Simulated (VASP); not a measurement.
# K (I4/mmm) in VASP: further runs

K is run at these levels: PBE; tasks: single point.

Everything below comes from runs of VASP 6.6.1. Logs are shortened: lines on timing, memory, paths and dates and some standing lists are left out, and cuts for length are marked.

## 1. The cell of the first run

It takes space group I4/mmm (No. 139, tetragonal). Conventional cell: a = 4.974 Å, b = 4.974 Å, c = 5.236 Å, α = 90.00°, β = 90.00°, γ = 90.00°. Within 5.8 Å of K (site symmetry 4/mmm) lie 14 K at 4.38 to 5.24 Å.

## 2. Single point, PBE (strain -0.0500 x Voigt [1, 1, 0, 0, 0, 0])

File INCAR:

```
SYSTEM = K
ALGO = Fast
EDIFF = 1E-6
ENCUT = 520
GGA = PE
ISIF = 2
ISMEAR = 0
LASPH = .True.
LCHARG = .False.
LREAL = .False.
LWAVE = .False.
NBANDS = 10
NELM = 80
PREC = Accurate
SIGMA = 0.15
```

File KPOINTS:

```
k-points
0
Gamma
  14 14 14
  0 0 0
```

File POSCAR:

```
K
1.0
   -2.4871000000      2.4871000000      2.6180000000
    2.4871000000     -2.4871000000      2.6180000000
    2.4871000000      2.4871000000     -2.6180000000
K
1
Direct
    0.0000000000      0.0000000000      0.0000000000
```

Potentials or basis: VASP PAW PBE potentials, release 64 (K_sv).

The run is started by

```bash
$ cat potpaw_PBE.64/K_sv/POTCAR > POTCAR
$ mpirun -np 1 vasp_std > vasp.out
```

OUTCAR:

```text
SYSTEM = K
   EDIFF = 1E-6
   ENCUT = 520
   GGA = PE
   ISIF = 2
   ISMEAR = 0
   LASPH = .True.
   LREAL = .False.
   NELM = 80
   PREC = Accurate

 ion  position               nearest neighbor table
   1  0.000  0.000  0.000-

  LATTYP: Found a body centered tetragonal cell.
 ALAT       =     4.9742000000
 C/A-ratio  =     1.0526315789

  Lattice vectors:

 A1 = (  -2.4871000000,   2.4871000000,   2.6180000000)
 A2 = (   2.4871000000,  -2.4871000000,   2.6180000000)
 A3 = (   2.4871000000,   2.4871000000,  -2.6180000000)

Analysis of symmetry for initial positions (statically):
=====================================================================
 Subroutine PRICEL returns:
 Original cell was already a primitive cell.

 Routine SETGRP: Setting up the symmetry group for a
 body centered tetragonal supercell.

 Subroutine GETGRP returns: Found 16 space group operations
 (whereof 16 operations were pure point group operations)
 out of a pool of 16 trial point group operations.

The static configuration has the point symmetry D_4h.

Analysis of symmetry for dynamics (positions and initial velocities):
=====================================================================
 Subroutine PRICEL returns:
 Original cell was already a primitive cell.

 Routine SETGRP: Setting up the symmetry group for a
 body centered tetragonal supercell.

 Subroutine GETGRP returns: Found 16 space group operations
 (whereof 16 operations were pure point group operations)
 out of a pool of 16 trial point group operations.

The dynamic configuration has the point symmetry D_4h.

 Subroutine INISYM returns: Found 16 space group operations
 (whereof 16 operations are pure point group operations),
 and found     1 'primitive' translations

----------------------------------------------------------------------------------------

                                     Primitive cell

  volume of cell :      64.7763

  direct lattice vectors                    reciprocal lattice vectors
    -2.487100000  2.487100000  2.618000000     0.000000000  0.201037353  0.190985485
     2.487100000 -2.487100000  2.618000000     0.201037353  0.000000000  0.190985485
     2.487100000  2.487100000 -2.618000000     0.201037353  0.201037353  0.000000000

  length of vectors
     4.384661540  4.384661540  4.384661540     0.277293117  0.277293117  0.284309751

  position of ions in fractional coordinates (direct lattice)
     0.000000000  0.000000000  0.000000000

  ion indices of the primitive-cell ions
   primitive index   ion index
                 1           1

----------------------------------------------------------------------------------------

 KPOINTS: k-points

Automatic generation of k-mesh.
 Grid dimensions read from file:
 generate k-points for:   14   14   14

 Generating k-lattice:

  Cartesian coordinates                     Fractional coordinates (reciprocal lattice)
     0.000000000  0.014359811  0.013641820     0.071428571  0.000000000  0.000000000
     0.014359811  0.000000000  0.013641820     0.000000000  0.071428571  0.000000000
     0.014359811  0.014359811  0.000000000     0.000000000  0.000000000  0.071428571

  Length of vectors
     0.019806651  0.019806651  0.020307839

  Shift w.r.t. Gamma in fractional coordinates (k-lattice)
     0.000000000  0.000000000  0.000000000

 Subroutine IBZKPT returns following result:
 ===========================================

 Found    244 irreducible k-points:

 Following reciprocal coordinates:
            Coordinates               Weight
  0.000000  0.000000  0.000000      1.000000
  0.071429 -0.000000  0.000000      8.000000
  0.142857 -0.000000  0.000000      8.000000
  0.214286 -0.000000  0.000000      8.000000
  0.285714 -0.000000  0.000000      8.000000
  0.357143 -0.000000  0.000000      8.000000
[... 16 lines left out ...]
  0.214286  0.142857  0.000000     16.000000
  0.285714  0.142857  0.000000     16.000000
 [... further k-points ...]
   k-points           NKPTS =    244   k-points in BZ     NKDIM =    244   number of bands    NBANDS=     10
   number of dos      NEDOS =    301   number of ions     NIONS =      1
   total plane-waves  NPLWV =  46656
   dimension x,y,z NGX =    36 NGY =   36 NGZ =   36
   dimension x,y,z NGXF=    72 NGYF=   72 NGZF=   72
   ions per type =               1
   NGX,Y,Z   is equivalent  to a cutoff of  13.65, 13.65, 13.65 a.u.
   NGXF,Y,Z  is equivalent  to a cutoff of  27.30, 27.30, 27.30 a.u.
 SYSTEM =  K
   PREC   = accura    normal or accurate (medium, high low for compatibility)
   ISTART =      0    job   : 0-new  1-cont  2-samecut
   ICHARG =      2    charge: 1-file 2-atom 10-const
   ISPIN  =      1    spin polarized calculation?
   LNONCOLLINEAR =      F non collinear calculations
   LSORBIT =      F    spin-orbit coupling
   LASPH  =      T    aspherical Exc in radial PAW
   ENCUT  =  520.0 eV  38.22 Ry    6.18 a.u.   8.15  8.15  8.15*2*pi/ulx,y,z
   NELM   =     80;   NELMIN=  2; NELMDL= -5     # of ELM steps
   EDIFF  = 0.1E-05   stopping-criterion for ELM
   LREAL  =      F    real-space projection
   EDIFFG = 0.1E-04   stopping-criterion for IOM
   NSW    =      0    number of steps for IOM
   IBRION =     -1    ionic relax: 0-MD 1-quasi-New 2-CG
   NFREE  =      0    steps in history (QN), initial steepest desc. (CG)
   ISIF   =      2    stress and relaxation
   ISYM   =      2    0-nonsym 1-usesym 2-fastsym
   POTIM  = 0.5000    time-step for ionic-motion
   TEBEG  =    0.0;   TEEND  =   0.0 temperature during run
   PSTRESS=    0.0 pullay stress
   NELECT =       9.0000    total number of electrons
   NUPDOWN=      -1.0000    fix difference up-down
   EMIN   =  10.00;   EMAX   =-10.00  energy-range for DOS
   EFERMI =   0.00;   METHOD = LEGACY
   ISMEAR =     0;   SIGMA  =   0.15  broadening in eV -4-tet -1-fermi 0-gaus
   EFERMI_NEDOS =   21; number of points for ismear=-14 and -15
   IALGO  =     68    algorithm
   IMIX   =      4    mixing-type and parameters
     AMIX     =   0.40;   BMIX     =  1.00
     AMIX_MAG =   1.60;   BMIX_MAG =  1.00
  volume/ion in A,a.u.               =      64.78       437.13
  Fermi-wavevector in a.u.,A,eV,Ry     =   0.847911  1.602320  9.781951  0.718953
  Thomas-Fermi vector in A             =   1.963492
   LORBIT       =      0    0 simple, 1 ext, 2 COOP (PROOUT), +10 PAW based schemes
   GGA     = PE    functional components
   LHFCALC =     F    Hartree Fock is set to
   AEXX    =    0.0000 exact exchange contribution
   IVDW    =     0    specifies the selected vdW correction
   LEPSILON=     F    determine dielectric tensor
   LRPA    =     F    only Hartree local field effects (RPA)
 non-spin polarized calculation
 RMM-DIIS sequential band-by-band and
 Gauss-broadening in eV      SIGMA  =   0.15
  energy-cutoff  :      520.00
  volume of cell :       64.78
 maximum number of plane-waves:      1766
 NGX is ok and might be reduce to    36
   NGX = 17   NGY = 17   NGZ = 17

 number of electron       9.0000000 magnetization

 Free energy of the ion-electron system (eV)
  ---------------------------------------------------
  ext. energy  EPLUGINS =         0.00000000
  ---------------------------------------------------
  free energy    TOTEN  =        -1.03613293 eV

  energy without entropy =       -1.02768308  energy(sigma->0) =       -1.03190801

 E-fermi :   0.1816     XC(G=0):  -5.9672

 val. band max:        0.1771777454   @ k =   0.3571   0.0714   0.0714
 cond. band min:       0.1876878612   @ k =   0.5000   0.2143   0.0000
 fundamental gap:      0.0105101158
 Fermi energy:         0.1815838553

 k-point     1 :       0.0000    0.0000    0.0000
  band No.  band energies     occupation
      1     -31.8873      2.00000
      2     -15.3251      2.00000
      3     -15.3251      2.00000
      4     -15.3246      2.00000
      5      -2.1623      2.00000
      6       4.5129      0.00000
      7       4.5129      0.00000
      8       4.7771      0.00000
      9       5.4021      0.00000
     10       5.7589      0.00000

 k-point     2 :       0.0714   -0.0000    0.0000
  band No.  band energies     occupation
      1     -31.8869      2.00000
      2     -15.3302      2.00000
      3     -15.3268      2.00000
      4     -15.3248      2.00000
      5      -2.0928      2.00000
      6       4.4235      0.00000
      7       4.4890      0.00000
      8       4.7749      0.00000
      9       5.3020      0.00000
     10       5.7071      0.00000

 k-point     3 :       0.1429   -0.0000    0.0000
  band No.  band energies     occupation
      1     -31.8859      2.00000
      2     -15.3452      2.00000
      3     -15.3313      2.00000
      4     -15.3247      2.00000
      5      -1.8869      2.00000
      6       4.0627      0.00000
      7       4.3284      0.00000
      8       4.8989      0.00000
      9       5.2088      0.00000
     10       5.6342      0.00000

 k-point     4 :       0.2143   -0.0000    0.0000
  band No.  band energies     occupation
      1     -31.8844      2.00000
      2     -15.3666      2.00000
      3     -15.3379      2.00000
      4     -15.3246      2.00000
      5      -1.5530      2.00000
      6       3.4755      0.00000
      7       4.0823      0.00000
      8       5.1753      0.00000
      9       5.2579      0.00000
     10       5.6008      0.00000
[... 222 lines left out ...]
 k-point    22 :       0.1429    0.1429    0.0000
  band No.  band energies     occupation
      1     -31.8836      2.00000
      2     -15.3749      2.00000
      3     -15.3396      2.00000
      4     -15.3283      2.00000
      5      -1.3704      2.00000
      6       3.3595      0.00000
      7       3.7783      0.00000
      8       5.1277      0.00000
      9       5.2977      0.00000
     10       5.8594      0.00000

 k-point    23 :       0.2143    0.1429    0.0000
  band No.  band energies     occupation
      1     -31.8822      2.00000
      2     -15.3929      2.00000
      3     -15.3481      2.00000
      4     -15.3295      2.00000
      5      -0.9347      2.00000
      6       2.8357      0.00000
      7       3.4867      0.00000
      8       5.2155      0.00000
      9       5.5251      0.00000
     10       5.9417      0.00000

 k-point    24 :       0.2857    0.1429    0.0000
  band No.  band energies     occupation
      1     -31.8808      2.00000
      2     -15.4086      2.00000
      3     -15.3567      2.00000
      4     -15.3302      2.00000
      5      -0.4027      2.00000
      6       2.2366      0.00000
      7       3.2794      0.00000
      8       5.2143      0.00000
      9       5.6917      0.00000
     10       6.1287      0.00000

 [... further k-points ...]

------------------------ aborting loop because EDIFF is reached ----------------------------------------

  FORCE on cell =-STRESS in cart. coord.  units (eV):
  Direction    XX          YY          ZZ          XY          YZ          ZX
  --------------------------------------------------------------------------------------
  -------------------------------------------------------------------------------------
  Total        0.2423861      0.2423861      0.2267213      0.0000000      0.0000000      0.0000000
  in kB        5.9951801      5.9951801      5.6077268      0.0000000      0.0000000      0.0000000
  external PRESSURE =       5.8660290 kB  Pullay stress =       0.0000000 kB

 VOLUME and BASIS-vectors are now :
 -----------------------------------------------------------------------------
  energy-cutoff  :      520.00
  volume of cell :       64.78
      direct lattice vectors                 reciprocal lattice vectors
    -2.487100000  2.487100000  2.618000000     0.000000000  0.201037353  0.190985485
     2.487100000 -2.487100000  2.618000000     0.201037353  0.000000000  0.190985485
     2.487100000  2.487100000 -2.618000000     0.201037353  0.201037353  0.000000000

 POSITION                                       TOTAL-FORCE (eV/Angst)
 -----------------------------------------------------------------------------------
      0.00000      0.00000      0.00000         0.000000     -0.000000      0.000000
 -----------------------------------------------------------------------------------
    total drift:                               -0.000000      0.000000      0.000000

  FREE ENERGIE OF THE ION-ELECTRON SYSTEM (eV)
  ---------------------------------------------------
  free  energy   TOTEN  =        -1.0361329345 eV

  energy  without entropy=       -1.0276830818  energy(sigma->0) =       -1.03190801
```

Wall time 3.4 min (1 thread of Intel Xeon 8259CL, shared host); peak memory 0.31 GiB.

What came out:

| Quantity | Value |
| --- | --- |
| Free energy | -1.0361 eV |
| Pressure | 0.6 GPa |
| Band gap on the k mesh | zero (an odd number of electrons rules out a gap without spin polarisation) |

Caveat: the cell differs from its parent crystal (strain -0.0500 x Voigt [1, 1, 0, 0, 0, 0]).

## 3. Single point, PBE (strain +0.0500 x Voigt [1, 1, 0, 0, 0, 0])

File INCAR:

```
ALGO = Fast
EDIFF = 1E-6
ENCUT = 520
GGA = PE
ISIF = 2
ISMEAR = 0
LASPH = T
LCHARG = F
LREAL = F
LWAVE = F
NBANDS = 10
NELM = 60
PREC = Accurate
SIGMA = 0.15
```

File KPOINTS:

```
k-points
0
Gamma
  14 14 14
```

File POSCAR:

```
K
1.0
   -2.7489000000      2.7489000000      2.6180000000
    2.7489000000     -2.7489000000      2.6180000000
    2.7489000000      2.7489000000     -2.6180000000
K
1
Direct
    0.0000000000      0.0000000000      0.0000000000
```

Potentials or basis: VASP PAW PBE potentials, release 64 (K_sv).

The run is started by

```bash
$ cat potpaw_PBE.64/K_sv/POTCAR > POTCAR
$ mpirun -np 1 vasp_std > vasp.out
```

It took 3.7 min on 1 thread of Intel Xeon 8259CL, shared host; peak memory 0.33 GiB.

The run converged. Its results:

* Free energy: -1.0477 eV
* Pressure: -0.2 GPa
* Band gap on the k mesh: zero (an odd number of electrons rules out a gap without spin polarisation)

Levels at points of the mesh, in eV from the Fermi level:
```tsv
k point	band 3	band 4	band 5	band 6	band 7	band 8
(0.00, 0.00, 0.00)	-15.64	-15.64	-2.06	4.06	4.30	4.30
(0.50, 0.00, 0.00)	-15.66	-15.64	0.48	0.69	3.05	4.73
(0.50, 0.50, 0.00)	-15.65	-15.64	0.37	0.58	3.32	4.61
(0.50, 0.50, 0.50)	-15.68	-15.67	1.63	1.77	3.11	3.11
```

Caveat: the cell differs from its parent crystal (strain +0.0500 x Voigt [1, 1, 0, 0, 0, 0]).

(Continued in part 2 of 2.)

The gap in the log of VASP goes by the Fermi energy; the results here count the filled bands.